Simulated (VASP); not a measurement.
# Zn (P6_3/mmc) in VASP: single point with PBEsol

Aim: the single point of Zn with PBEsol.

Everything below comes from runs of VASP 6.6.1. Logs are shortened: lines on timing, memory, paths and dates and some standing lists are left out, and cuts for length are marked.

## 1. The cell of the first run

Symmetry: P6_3/mmc, No. 194, hexagonal system. Conventional cell: a = 2.571 Å, b = 2.571 Å, c = 4.419 Å, α = 90.00°, β = 90.00°, γ = 120.00°. Within 3.4 Å of Zn (site symmetry -6m2) lie 12 Zn at 2.57 to 2.66 Å.

## 2. Single point, PBEsol

The input, INCAR:

```
PREC     = Accurate       # precision mode
ENCUT    = 520            # plane-wave cutoff, eV
EDIFF    = 1E-7           # SCF threshold, eV
ISMEAR   = 0              # smearing method
SIGMA    = 0.1            # smearing width, eV
LREAL    = False          # projectors in reciprocal space
LASPH    = True           # aspherical terms in the spheres
NELM     = 60             # most SCF steps
ALGO     = Fast           # electronic algorithm
ISIF     = 2              # what is computed and relaxed
LWAVE    = False          # write WAVECAR
LCHARG   = False          # write CHGCAR
GGA      = PS             # functional
NBANDS   = 19             # bands
```

The input, KPOINTS:

```
regular mesh
0
Gamma
  57 57 28
```

The input, POSCAR:

```
Zn
1.0
    2.5711873582      0.0000000000      0.0000000000
   -1.2855936791      2.2267135701      0.0000000000
    0.0000000000      0.0000000000      4.4186880887
Zn
2
Direct
    0.3333333333      0.6666666667      0.2500000000
    0.6666666667      0.3333333333      0.7500000000
```

Potentials or basis: VASP PAW PBE potentials, release 64 (Zn).

Run with:

```
$ cat potpaw_PBE.64/Zn/POTCAR > POTCAR
$ mpirun -np 1 vasp_std > vasp.out
```

OUTCAR:

```text
PREC = Accurate
   ENCUT = 520
   EDIFF = 1E-7
   ISMEAR = 0
   LREAL = False
   LASPH = True
   NELM = 60
   ISIF = 2
   GGA = PS

 ion  position               nearest neighbor table
   1  0.333  0.667  0.250-   2 2.66   2 2.66   2 2.66   2 2.66   2 2.66   2 2.66
   2  0.667  0.333  0.750-   1 2.66   1 2.66   1 2.66   1 2.66   1 2.66   1 2.66

  LATTYP: Found a hexagonal cell.
 ALAT       =     2.5711873582
 C/A-ratio  =     1.7185399090

  Lattice vectors:

 A1 = (   2.5711873582,   0.0000000000,   0.0000000000)
 A2 = (  -1.2855936791,   2.2267135701,   0.0000000000)
 A3 = (   0.0000000000,   0.0000000000,   4.4186880887)

Analysis of symmetry for initial positions (statically):
=====================================================================
 Subroutine PRICEL returns:
 Original cell was already a primitive cell.

 Routine SETGRP: Setting up the symmetry group for a
 hexagonal supercell.

 Subroutine GETGRP returns: Found 24 space group operations
 (whereof 12 operations were pure point group operations)
 out of a pool of 24 trial point group operations.

The static configuration has the point symmetry D_3d.
 The point group associated with its full space group is D_6h.

Analysis of symmetry for dynamics (positions and initial velocities):
=====================================================================
 Subroutine PRICEL returns:
 Original cell was already a primitive cell.

 Routine SETGRP: Setting up the symmetry group for a
 hexagonal supercell.

 Subroutine GETGRP returns: Found 24 space group operations
 (whereof 12 operations were pure point group operations)
 out of a pool of 24 trial point group operations.

The dynamic configuration has the point symmetry D_3d.
 The point group associated with its full space group is D_6h.

 Subroutine INISYM returns: Found 24 space group operations
 (whereof 12 operations are pure point group operations),
 and found     1 'primitive' translations

----------------------------------------------------------------------------------------

                                     Primitive cell

  volume of cell :      25.2983

  direct lattice vectors                    reciprocal lattice vectors
     2.571187358  0.000000000  0.000000000     0.388925372  0.224546168  0.000000000
    -1.285593679  2.226713570  0.000000000     0.000000000  0.449092337  0.000000000
     0.000000000  0.000000000  4.418688089     0.000000000  0.000000000  0.226311516

  length of vectors
     2.571187358  2.571187358  4.418688089     0.449092337  0.449092337  0.226311516

  position of ions in fractional coordinates (direct lattice)
     0.333333333  0.666666667  0.250000000
     0.666666667  0.333333333  0.750000000

  ion indices of the primitive-cell ions
   primitive index   ion index
                 1           1
                 2           2

----------------------------------------------------------------------------------------

 KPOINTS: regular mesh

Automatic generation of k-mesh.
 Grid dimensions read from file:
 generate k-points for:   57   57   28

 Generating k-lattice:

  Cartesian coordinates                     Fractional coordinates (reciprocal lattice)
     0.006823252  0.003939406  0.000000000     0.017543860  0.000000000  0.000000000
     0.000000000  0.007878813  0.000000000     0.000000000  0.017543860  0.000000000
     0.000000000  0.000000000  0.008082554     0.000000000  0.000000000  0.035714286

  Length of vectors
     0.007878813  0.007878813  0.008082554

  Shift w.r.t. Gamma in fractional coordinates (k-lattice)
     0.000000000  0.000000000  0.000000000

 Subroutine IBZKPT returns following result:
 ===========================================

 Found   4500 irreducible k-points:

 Following reciprocal coordinates:
            Coordinates               Weight
  0.000000  0.000000  0.000000      1.000000
  0.017544  0.000000  0.000000      6.000000
  0.035088  0.000000  0.000000      6.000000
  0.052632  0.000000  0.000000      6.000000
  0.070175  0.000000  0.000000      6.000000
  0.087719 -0.000000  0.000000      6.000000
[... 16 lines left out ...]
  0.385965  0.000000  0.000000      6.000000
  0.403509  0.000000  0.000000      6.000000
 [... further k-points ...]
   k-points           NKPTS =   4500   k-points in BZ     NKDIM =   4500   number of bands    NBANDS=     19
   number of dos      NEDOS =    301   number of ions     NIONS =      2
   total plane-waves  NPLWV =  14400
   dimension x,y,z NGX =    20 NGY =   20 NGZ =   36
   dimension x,y,z NGXF=    40 NGYF=   40 NGZF=   72
   ions per type =               2
   NGX,Y,Z   is equivalent  to a cutoff of  12.93, 12.93, 13.54 a.u.
   NGXF,Y,Z  is equivalent  to a cutoff of  25.86, 25.86, 27.09 a.u.
 SYSTEM =  unknown system
   PREC   = accura    normal or accurate (medium, high low for compatibility)
   ISTART =      0    job   : 0-new  1-cont  2-samecut
   ICHARG =      2    charge: 1-file 2-atom 10-const
   ISPIN  =      1    spin polarized calculation?
   LNONCOLLINEAR =      F non collinear calculations
   LSORBIT =      F    spin-orbit coupling
   LASPH  =      T    aspherical Exc in radial PAW
   ENCUT  =  520.0 eV  38.22 Ry    6.18 a.u.   4.78  4.78  8.22*2*pi/ulx,y,z
   NELM   =     60;   NELMIN=  2; NELMDL= -5     # of ELM steps
   EDIFF  = 0.1E-06   stopping-criterion for ELM
   LREAL  =      F    real-space projection
   EDIFFG = 0.1E-05   stopping-criterion for IOM
   NSW    =      0    number of steps for IOM
   IBRION =     -1    ionic relax: 0-MD 1-quasi-New 2-CG
   NFREE  =      0    steps in history (QN), initial steepest desc. (CG)
   ISIF   =      2    stress and relaxation
   ISYM   =      2    0-nonsym 1-usesym 2-fastsym
   POTIM  = 0.5000    time-step for ionic-motion
   TEBEG  =    0.0;   TEEND  =   0.0 temperature during run
   PSTRESS=    0.0 pullay stress
   NELECT =      24.0000    total number of electrons
   NUPDOWN=      -1.0000    fix difference up-down
   EMIN   =  10.00;   EMAX   =-10.00  energy-range for DOS
   EFERMI =   0.00;   METHOD = LEGACY
   ISMEAR =     0;   SIGMA  =   0.10  broadening in eV -4-tet -1-fermi 0-gaus
   EFERMI_NEDOS =   21; number of points for ismear=-14 and -15
   IALGO  =     68    algorithm
   IMIX   =      4    mixing-type and parameters
     AMIX     =   0.40;   BMIX     =  1.00
     AMIX_MAG =   1.60;   BMIX_MAG =  1.00
  volume/ion in A,a.u.               =      12.65        85.36
  Fermi-wavevector in a.u.,A,eV,Ry     =   1.608600  3.039813 35.206359  2.587594
  Thomas-Fermi vector in A             =   2.704444
   LORBIT       =      0    0 simple, 1 ext, 2 COOP (PROOUT), +10 PAW based schemes
   GGA     = PS    functional components
   LHFCALC =     F    Hartree Fock is set to
   AEXX    =    0.0000 exact exchange contribution
   IVDW    =     0    specifies the selected vdW correction
   LEPSILON=     F    determine dielectric tensor
   LRPA    =     F    only Hartree local field effects (RPA)
 non-spin polarized calculation
 RMM-DIIS sequential band-by-band and
 Gauss-broadening in eV      SIGMA  =   0.10
  energy-cutoff  :      520.00
  volume of cell :       25.30
 maximum number of plane-waves:       707
 NGX is ok and might be reduce to    20
   NGX =  9   NGY =  9   NGZ = 17

 number of electron      23.9999988 magnetization

 Free energy of the ion-electron system (eV)
  ---------------------------------------------------
  ext. energy  EPLUGINS =         0.00000000
  ---------------------------------------------------
  free energy    TOTEN  =        -3.06316977 eV

  energy without entropy =       -3.06152105  energy(sigma->0) =       -3.06234541

 E-fermi :   4.5565     XC(G=0): -12.7169

 val. band max:        4.5544439486   @ k =   0.1404   0.0877   0.1071
 cond. band min:       4.5566617276   @ k =   0.3509   0.2982   0.5000
 fundamental gap:      0.0022177790
 Fermi energy:         4.5565209536

 k-point     1 :       0.0000    0.0000    0.0000
  band No.  band energies     occupation
      1      -7.6146      2.00000
      2      -5.0097      2.00000
      3      -3.9679      2.00000
      4      -3.7985      2.00000
      5      -3.7985      2.00000
      6      -3.6955      2.00000
[... 11 lines left out ...]
     18      24.3878      0.00000
     19      24.3878      0.00000

 k-point     2 :       0.0175    0.0000    0.0000
  band No.  band energies     occupation
      1      -7.6048      2.00000
      2      -5.0052      2.00000
      3      -3.9678      2.00000
      4      -3.7988      2.00000
      5      -3.7959      2.00000
      6      -3.6968      2.00000
[... 11 lines left out ...]
     18      24.5514      0.00000
     19      24.8586      0.00000

 k-point     3 :       0.0351    0.0000    0.0000
  band No.  band energies     occupation
      1      -7.5755      2.00000
      2      -4.9920      2.00000
      3      -3.9677      2.00000
      4      -3.7992      2.00000
      5      -3.7878      2.00000
      6      -3.7004      2.00000
[... 11 lines left out ...]
     18      24.9386      0.00000
     19      25.5101      0.00000

 k-point     4 :       0.0526    0.0000    0.0000
  band No.  band energies     occupation
      1      -7.5266      2.00000
      2      -4.9704      2.00000
      3      -3.9682      2.00000
      4      -3.7993      2.00000
      5      -3.7746      2.00000
      6      -3.7060      2.00000
[... 11 lines left out ...]
     18      25.4203      0.00000
     19      25.9272      0.00000

 k-point     5 :       0.0702    0.0000    0.0000
  band No.  band energies     occupation
      1      -7.4585      2.00000
      2      -4.9408      2.00000
      3      -3.9702      2.00000
      4      -3.7982      2.00000
      5      -3.7562      2.00000
      6      -3.7132      2.00000
[... 11 lines left out ...]
     18      25.9350      0.00000
     19      26.1523      0.00000

 k-point     6 :       0.0877   -0.0000    0.0000
  band No.  band energies     occupation
      1      -7.3713      2.00000
      2      -4.9042      2.00000
      3      -3.9745      2.00000
      4      -3.7956      2.00000
      5      -3.7328      2.00000
      6      -3.7205      2.00000
[... 11 lines left out ...]
     18      25.7675      0.00000
     19      26.5149      0.00000

 k-point     7 :       0.1053    0.0000    0.0000
  band No.  band energies     occupation
      1      -7.2654      2.00000
      2      -4.8614      2.00000
      3      -3.9817      2.00000
      4      -3.7926      2.00000
      5      -3.7251      2.00000
      6      -3.7047      2.00000
[... 11 lines left out ...]
     18      25.2204      0.00000
     19      25.6544      0.00000

 k-point     8 :       0.1228    0.0000    0.0000
  band No.  band energies     occupation
      1      -7.1413      2.00000
      2      -4.8140      2.00000
      3      -3.9914      2.00000
      4      -3.7932      2.00000
      5      -3.7220      2.00000
      6      -3.6721      2.00000
[... 256 lines left out ...]
 k-point    20 :       0.3333    0.0000    0.0000
  band No.  band energies     occupation
      1      -4.9906      2.00000
      2      -4.6162      2.00000
      3      -4.3329      2.00000
      4      -3.7774      2.00000
      5      -3.6839      2.00000
      6      -3.6753      2.00000
[... 11 lines left out ...]
     18      19.9159      0.00000
     19      23.1067      0.00000

 k-point    21 :       0.3509   -0.0000    0.0000
  band No.  band energies     occupation
      1      -4.9024      2.00000
      2      -4.6371      2.00000
      3      -4.3780      2.00000
      4      -3.7499      2.00000
      5      -3.6900      2.00000
      6      -3.6640      2.00000
[... 11 lines left out ...]
     18      19.8116      0.00000
     19      22.8732      0.00000

 k-point    22 :       0.3684   -0.0000    0.0000
  band No.  band energies     occupation
      1      -4.8429      2.00000
      2      -4.6565      2.00000
      3      -4.4181      2.00000
      4      -3.7232      2.00000
      5      -3.7034      2.00000
      6      -3.6824      2.00000
[... 11 lines left out ...]
     18      19.7199      0.00000
     19      22.6641      0.00000

 k-point    23 :       0.3860    0.0000    0.0000
  band No.  band energies     occupation
      1      -4.8061      2.00000
      2      -4.6728      2.00000
      3      -4.4532      2.00000
      4      -3.7153      2.00000
      5      -3.6989      2.00000
      6      -3.6983      2.00000
[... 11 lines left out ...]
     18      19.6405      0.00000
     19      22.4797      0.00000

 k-point    24 :       0.4035    0.0000    0.0000
  band No.  band energies     occupation
      1      -4.7866      2.00000
      2      -4.6847      2.00000
      3      -4.4832      2.00000
      4      -3.7258      2.00000
      5      -3.7134      2.00000
      6      -3.6760      2.00000
[... 11 lines left out ...]
     18      19.5729      0.00000
     19      22.3205      0.00000

 [... further k-points ...]

------------------------ aborting loop because EDIFF is reached ----------------------------------------

  FORCE on cell =-STRESS in cart. coord.  units (eV):
  Direction    XX          YY          ZZ          XY          YZ          ZX
  --------------------------------------------------------------------------------------
  -------------------------------------------------------------------------------------
  Total        2.0065322      2.0065322      1.9860553      0.0000000      0.0000000      0.0000000
  in kB      127.0765154    127.0765154    125.7796808      0.0000000      0.0000000      0.0000000
  external PRESSURE =     126.6442372 kB  Pullay stress =       0.0000000 kB

 VOLUME and BASIS-vectors are now :
 -----------------------------------------------------------------------------
  energy-cutoff  :      520.00
  volume of cell :       25.30
      direct lattice vectors                 reciprocal lattice vectors
     2.571187358  0.000000000  0.000000000     0.388925372  0.224546168  0.000000000
    -1.285593679  2.226713570  0.000000000     0.000000000  0.449092337  0.000000000
     0.000000000  0.000000000  4.418688089     0.000000000  0.000000000  0.226311516

 POSITION                                       TOTAL-FORCE (eV/Angst)
 -----------------------------------------------------------------------------------
     -0.00000      1.48448      1.10467        -0.000000      0.000000      0.000000
      1.28559      0.74224      3.31402         0.000000     -0.000000      0.000000
 -----------------------------------------------------------------------------------
    total drift:                               -0.000000      0.000000     -0.000000

  FREE ENERGIE OF THE ION-ELECTRON SYSTEM (eV)
  ---------------------------------------------------
  free  energy   TOTEN  =        -3.0631697654 eV

  energy  without entropy=       -3.0615210517  energy(sigma->0) =       -3.06234541
```

Run time: 46 min. Hardware: 1 thread of Oxide Virtual Turin-like, shared host; peak memory 1.6 GiB.

Results:

* Free energy: -3.0632 eV
* Pressure: 12.7 GPa
* Band gap on the k mesh: zero (bands 12 and 13 overlap by 3.68 eV)

Caveat: the cell stands under pressure; the PAW data sets were made with another functional, which shifts forces and pressure a little.
